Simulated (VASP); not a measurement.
Write the native input for VASP 6.6.1 that does the following.

```yaml
Task: single point
Functional: PBE
Potentials_or_basis: VASP PAW PBE potentials, release 64 (Sn_d, O)
Cutoff: 520 eV
k_mesh: 10 × 10 × 10
Occupations: fermi-dirac, width 0.05 eV
Spin: no spin polarisation
Dipole_correction: no
Further_INCAR_settings: ALGO = Normal; EDIFF = 1e-06; NBANDS = 20
```

The structure of SnO2 lies in POSCAR:

```
SnO2
1.0
    1.6170930752      0.9336291223      4.8005925840
   -1.6170930752      0.9336291223      4.8005925840
    0.0000000000     -1.8672582446      4.8005925840
Sn O
1 2
Direct
    0.5169490000      0.4971150000      0.4993180000
    0.7802240000      0.7687570000      0.7455410000
    0.2289700000      0.2543820000      0.2329610000
```

This cell differs from its parent crystal: atoms moved at random.

The input as run:

INCAR

```
SYSTEM = SnO2
  ALGO = Normal
  EDIFF = 1E-6
  ENCUT = 520
  GGA = PE
  ISIF = 2
  ISMEAR = -1
  LASPH = .TRUE.
  LCHARG = .TRUE.
  LELF = .TRUE.
  LREAL = .FALSE.
  LVHAR = .TRUE.
  LWAVE = .FALSE.
  NBANDS = 20
  NELM = 100
  PREC = Accurate
  SIGMA = 0.05
```

KPOINTS

```
k-points
0
G
  10 10 10
  0 0 0
```

Potentials or basis: VASP PAW PBE potentials, release 64 (Sn_d, O).

The run is started by

```sh
$ cat potpaw_PBE.64/Sn_d/POTCAR potpaw_PBE.64/O/POTCAR > POTCAR
$ mpirun -np 1 vasp_std > vasp.out
```

Results of the run:

```
Pressure               : 0.6 GPa
Largest force          : 1.036 eV/Å
Band gap on the k mesh : 1.89 eV (least direct gap 2.03 eV)
```

Caveat: the cell differs from its parent crystal (atoms moved at random); spin-orbit coupling is left out, which moves the levels of the heavy elements; forces of over 1 eV/Å act on the atoms, so gaps and moduli don't describe the material at rest.

Wall time 18 min on 1 thread of Intel Xeon 8259CL (shared host), peak memory 0.55 GiB.
